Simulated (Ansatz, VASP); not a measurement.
CuO: VASP beside Ansatz

Contents of INCAR:

```
ALGO = Normal ; EDIFF = 1E-6
ENCUT = 520 ; GGA = PE
ISIF = 2 ; ISMEAR = 0
LASPH = True ; LCHARG = False
LREAL = False ; LWAVE = False
NBANDS = 25 ; NELM = 60
PREC = Accurate ; SIGMA = 0.1
```

Contents of KPOINTS:

```
k-points
0
Gamma
  12 12 7
```

File POSCAR:

```
CuO
1.0
    2.9486966771      0.0000000000      0.0000000000
    0.0129800001      2.9486681083      0.0000000000
    0.0001415806      0.0001409587      5.1513320505
Cu O
2 2
Direct
    1.0057500000      0.5057500000      0.0018500000
    0.5057500000      1.0057500000      0.5018500000
    0.5057384494      0.5057615506      0.2518500000
    0.5057615506      0.5057384494      0.7518500000
```

Input for Ansatz:

```yaml
crystal:
  lattice:
    - [2.9486966771, 0.0, 0.0]
    - [0.0129800001, 2.9486681083, 0.0]
    - [0.0001415806, 0.0001409587, 5.1513320505]
  atoms:
    - { symbol: Cu, position: [1.00575, 0.50575, 0.00185] }
    - { symbol: Cu, position: [0.50575, 1.00575, 0.50185] }
    - { symbol: O, position: [0.5057384494, 0.5057615506, 0.25185] }
    - { symbol: O, position: [0.5057615506, 0.5057384494, 0.75185] }
basis:
  ecutwfc: 420
kpoints:
  mp_grid: { grid: [12, 12, 7] }
hamiltonian:
  xc: pbe
scf:
  occupations: { method: gaussian, width: 0.1 }
output:
  forces: true
  stress: true
  eigenvalues: true
```

Alike in both runs: task single point; functional PBE; k mesh 12 × 12 × 7; occupations gaussian, width 0.1 eV; no spin polarisation.

|  | VASP | Ansatz |
| --- | --- | --- |
| version | VASP 6.6.1 | Ansatz 0.2.0 |
| potentials or method | VASP PAW PBE potentials, release 64 (Cu, O), cutoff 520 eV | scalar-relativistic, plane waves, PAW |
| valence electrons in the cell | 34 | 50 |

```tsv
	VASP	Ansatz	Ansatz less VASP
gap on the k mesh at the Fermi level (eV)	none	none	-
pressure (GPa)	0.7	0.0	-0.66
traceless stress, the component that is largest in VASP (GPa)	0.25	-0.02	-0.272
```

A gap of «none» marks a metal or a gap that the smearing closes. VASP's potentials hold 34 valence electrons a cell and Ansatz's 50, so a difference there can come from the potentials and not from the codes.
